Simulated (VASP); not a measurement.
Set up this calculation in VASP 6.6.1, as the native input.

```yaml
Task: relaxation of cell and atoms
Functional: PBE
Dispersion: D3(BJ)
Potentials_or_basis: VASP PAW PBE potentials, release 64 (Pt, S)
Cutoff: 600 eV
k_mesh: 12 × 12 × 8
Occupations: gaussian, width 0.01 eV
Spin: no spin polarisation
Dipole_correction: no
Further_INCAR_settings: ALGO = Normal; EDIFF = 1e-07; IBRION = 2; EDIFFG = -0.002; NSW = 100; ISIF = 3
```

The structure of PtS2 (base) lies in POSCAR:

```
PtS2
1.0
    3.5779759506      0.0000000000      0.0000000000
   -1.7889879753      3.0986180673      0.0000000000
    0.0000000000      0.0000000000      4.7577695323
Pt S
1 2
Direct
    0.0000000000      0.0000000000      0.0000000000
    0.3333333333      0.6666666667      0.2546080475
    0.6666666667      0.3333333333      0.7453919525
```

These files were run (other wordings do the same):

INCAR

```
SYSTEM = PtS2
  PREC = Accurate
  ENCUT = 600
  EDIFF = 1E-7
  ISMEAR = 0
  SIGMA = 0.01
  LREAL = .False.
  LASPH = .True.
  NELM = 100
  ALGO = Normal
  ISIF = 3
  LWAVE = .False.
  LCHARG = .False.
  GGA = PE
  IVDW = 12
  IBRION = 2
  NSW = 100
  EDIFFG = -0.002
```

KPOINTS

```
Automatic mesh
0
Gamma
  12 12 8
  0 0 0
```

Potentials or basis: VASP PAW PBE potentials, release 64 (Pt, S).

The run is started by

```console
$ cat potpaw_PBE.64/Pt/POTCAR potpaw_PBE.64/S/POTCAR > POTCAR
$ mpirun -np 1 vasp_std > vasp.out
```

It gave:

- Relaxed volume: 17.29 Å³/atom
- Relaxed cell: a = 3.579 Å, b = 3.579 Å, c = 4.675 Å, α = 90.00°, β = 90.00°, γ = 120.00°
- Space group after relaxing (to 0.05 Å): P-3m1 (No. 164)
- Energy gained by relaxing: 0.6 meV/atom
- Ionic steps: 11
- Pressure after relaxing: 0.0 GPa
- Band gap on the k mesh: 0.10 eV, indirect (least direct gap 0.70 eV)
- Dispersion energy per atom: -0.451 eV

Caveat: spin-orbit coupling is left out, which moves the levels of the heavy elements.

Run time: 6.4 min on 1 thread of Intel(R) Xeon(R) 6975P-C (Granite Rapids) (shared host), peak memory 0.3 GiB.
